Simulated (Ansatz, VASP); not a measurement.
**Two plane-wave programs on Al3C2**

```xyz
5
Lattice="3.1379 0.0000 0.0000 -1.5690 2.7175 0.0000 0.0000 0.0000 6.8327" Properties=species:S:1:pos:R:3 pbc="T T T"
Al    0.0000    0.0000    0.0000
Al    0.0000    1.8117    4.7160
Al    1.5690    0.9058    2.1167
C     0.0000    1.8117    1.2535
C     1.5690    0.9058    5.5792
```

Change from the starting cell: species swapped into the Ga3Ni2 type (P-3m1, No. 164).

Alike in both runs: functional PBE; k mesh 12 × 12 × 6; occupations gaussian, width 0.1 eV; no spin polarisation.

Ansatz relaxed the structure, and its values are those at the end. VASP's run is a single point on that final structure, the one shown.

|  | VASP | Ansatz |
| --- | --- | --- |
| version | VASP 6.6.1 | Ansatz 0.2.0 |
| potentials or method | VASP PAW PBE potentials, release 64 (Al, C), cutoff 520 eV | scalar-relativistic, plane waves, PAW |
| valence electrons in the cell | 17 | 17 |

|  | VASP | Ansatz | Ansatz less VASP |
| --- | --- | --- | --- |
| gap on the k mesh at the Fermi level (eV) | none | none | - |
| pressure (GPa) | 0.0 | 0.0 | +0.05 |
| rms of the force components (eV/Å) | 0.003 | 0.001 | -0.0022 |

A gap of «none» marks a metal or a gap that the smearing closes. With one functional, cell and mesh, what is left measures potentials, basis and numerics.
